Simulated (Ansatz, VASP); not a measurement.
Si: VASP beside Ansatz

INCAR

```
SYSTEM = Si
PREC = Accurate
ENCUT = 520
EDIFF = 1E-7
ISMEAR = 0
SIGMA = 0.2
LREAL = .False.
LASPH = .True.
NELM = 100
ALGO = Normal
ISIF = 2
LWAVE = .False.
LCHARG = .False.
GGA = PE
NBANDS = 11
```

File KPOINTS:

```
Automatic mesh
0
Gamma
  11 11 11
  0 0 0
```

File POSCAR:

```
Si
1.0
    0.0000000000      2.7154700000      2.7154700000
    2.7154700000      0.0000000000      2.7154700000
    2.7154700000      2.7154700000      0.0000000000
Si
2
Direct
    0.5000000000      0.5000000000      0.5000000000
    0.7500000000      0.7500000000      0.7500000000
```

Input for Ansatz:

```yaml
crystal:
  lattice:
    - [0.0, 2.71547, 2.71547]
    - [2.71547, 0.0, 2.71547]
    - [2.71547, 2.71547, 0.0]
  atoms:
    - { symbol: Si, position: [0.5, 0.5, 0.5] }
    - { symbol: Si, position: [0.75, 0.75, 0.75] }
kpoints:
  mp_grid: { grid: [11, 11, 11] }
scf:
  occupations: { method: gaussian, width: 0.2 }
hamiltonian:
  xc: pbe
  pseudopotentials: { kind: all_electron, lapw: { basis_error: 0.00025 } }
output:
  forces: true
  stress: true
  eigenvalues: true
```

Alike in both runs: task single point; functional PBE; k mesh 11 × 11 × 11; occupations gaussian, width 0.2 eV; no spin polarisation.

|  | VASP | Ansatz |
| --- | --- | --- |
| version | VASP 6.6.1 | Ansatz 0.2.0 |
| potentials or method | VASP PAW PBE potentials, release 64 (Si), cutoff 520 eV | all-electron LAPW, scalar-relativistic |

|  | VASP | Ansatz | Ansatz less VASP |
| --- | --- | --- | --- |
| pressure (GPa) | 1.9 | 2.0 | +0.05 |

Ansatz ran all-electron here, and VASP with PAW potentials.
